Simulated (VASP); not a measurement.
A run of VASP 6.6.1:

File INCAR:

```
  PREC = Accurate
  ENCUT = 520
  EDIFF = 1E-6
  ISMEAR = 0
  SIGMA = 0.02
  LREAL = False
  LASPH = True
  NELM = 80
  ALGO = Normal
  ISIF = 2
  LWAVE = False
  LCHARG = True
  GGA = PE
  LELF = True
  LVHAR = True
  NBANDS = 24
```

KPOINTS

```
regular mesh
0
Gamma
  6 6 6
```

The input POSCAR:

```
SrO
1.0
    4.2903151937      0.0000000000      0.0000000000
   -2.1451575969      3.7155219480      0.0000000000
    0.0000000000      0.0000000000      5.1841505800
Sr O
2 2
Direct
    0.3333333333      0.6666666667      0.9375024113
    0.6666666667      0.3333333333      0.4375024113
    0.3333333333      0.6666666667      0.4374975887
    0.6666666667      0.3333333333      0.9374975887
```

Potentials or basis: VASP PAW PBE potentials, release 64 (Sr_sv, O).

The run is started by

```bash
$ cat potpaw_PBE.64/Sr_sv/POTCAR potpaw_PBE.64/O/POTCAR > POTCAR
$ mpirun -np 1 vasp_std > vasp.out
```

Hardware: 1 thread of Intel(R) Xeon(R) 6975P-C (Granite Rapids), on a shared host.

How long does it take, and how much memory?

Run time: 19 s on 1 thread of Intel(R) Xeon(R) 6975P-C (Granite Rapids) (shared host), peak memory 0.21 GiB. Counts: scf iterations 14, k points 28.
